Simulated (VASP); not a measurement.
Write the native input for VASP 6.6.1 that does the following.

- Task: single point
- Functional: PBE
- Potentials or basis: VASP PAW PBE potentials, release 64 (Ti_sv)
- Cutoff: 520 eV
- k mesh: 16 × 16 × 16
- Occupations: fermi-dirac, width 0.0612256 eV
- Spin: no spin polarisation
- Dipole correction: no
- Further INCAR settings: ALGO = Normal; EDIFF = 1e-06; NBANDS = 12

The structure of Ti lies in POSCAR:

```
Ti
1.0
    0.0000000000      2.0287707230      2.0287707230
    2.0287707230      0.0000000000      2.0287707230
    2.0287707230      2.0287707230      0.0000000000
Ti
1
Direct
    0.0000000000      0.0000000000      0.0000000000
```

This isn't the form of Ti at room conditions, which is hcp.

These files were run (other wordings do the same):

INCAR

```
ALGO     = Normal         # electronic algorithm
EDIFF    = 1E-6           # SCF threshold, eV
ENCUT    = 520            # plane-wave cutoff, eV
GGA      = PE             # functional
ISIF     = 2              # what is computed and relaxed
ISMEAR   = -1             # smearing method
LASPH    = T              # aspherical terms in the spheres
LCHARG   = F              # write CHGCAR
LREAL    = F              # projectors in reciprocal space
LWAVE    = F              # write WAVECAR
NBANDS   = 12             # bands
NELM     = 100            # most SCF steps
PREC     = Accurate       # precision mode
SIGMA    = 0.06122561905347299 # smearing width, eV
```

KPOINTS

```
k-points
0
Gamma
  16 16 16
```

Potentials or basis: VASP PAW PBE potentials, release 64 (Ti_sv).

Launch:

```sh
$ cat potpaw_PBE.64/Ti_sv/POTCAR > POTCAR
$ mpirun -np 1 vasp_std > vasp.out
```

Results of the run:

```json
{"Pressure": "4.4 GPa", "Band gap on the k mesh": "zero (bands 6 and 7 overlap by 1.29 eV)"}
```

Caveat: the cell stands under pressure.

It took 15 s on 1 thread of Intel(R) Xeon(R) Platinum 8488C (Sapphire Rapids), with other jobs on the host, peak memory 0.15 GiB.
